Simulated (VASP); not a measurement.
Set up this calculation in VASP 6.6.1, as the native input.

- Task: single point
- Functional: PBE
- Potentials or basis: VASP PAW PBE potentials, release 64 (W_sv, C, F)
- Cutoff: 520 eV
- k mesh: 6 × 6 × 2
- Occupations: gaussian, width 0.1 eV
- Spin: no spin polarisation
- Dipole correction: no
- Further INCAR settings: ALGO = Normal; EDIFF = 1e-06; NBANDS = 38

The structure of W2C5F lies in POSCAR:

```
W2C5F
1.0
    3.1553869004      0.0000000000      0.0000000000
    0.0000000000      3.1553869004      0.0000000000
    0.0000000000      0.0000000000      6.9949160636
W C F
2 5 1
Direct
    0.0000000000      0.0000000000      0.0000000000
    0.5000000000      0.5000000000      0.5000000000
    0.0000000000      0.5000000000      0.2511806370
    0.5000000000      0.0000000000      0.7488193630
    0.5000000000      0.0000000000      0.2511806370
    0.0000000000      0.5000000000      0.7488193630
    0.5000000000      0.5000000000      0.0000000000
    0.0000000000      0.0000000000      0.5000000000
```

The input as run:

INCAR

```
SYSTEM = W2C5F
PREC = Accurate
ENCUT = 520
EDIFF = 1E-6
ISMEAR = 0
SIGMA = 0.1
LREAL = .False.
LASPH = .True.
NELM = 80
ALGO = Normal
ISIF = 2
LWAVE = .False.
LCHARG = .False.
GGA = PE
NBANDS = 38
```

KPOINTS

```
Automatic mesh
0
Gamma
  6 6 2
  0 0 0
```

Potentials or basis: VASP PAW PBE potentials, release 64 (W_sv, C, F).

Launch:

```console
$ cat potpaw_PBE.64/W_sv/POTCAR potpaw_PBE.64/C/POTCAR potpaw_PBE.64/F/POTCAR > POTCAR
$ mpirun -np 1 vasp_std > vasp.out
```

It gave:

```
Pressure      : 0.9 GPa
Largest force : 0.005 eV/Å
```

Caveat: the k points lie up to 0.45 Å⁻¹ apart; an odd number of electrons without spin polarisation forces a metal; a magnetic or distorted state may lie lower.

Wall time 48 s on 1 thread of Intel(R) Xeon(R) Platinum 8259CL CPU @ 2.50GHz (Skylake/Cascade Lake), with other jobs on the host, peak memory 0.2 GiB.
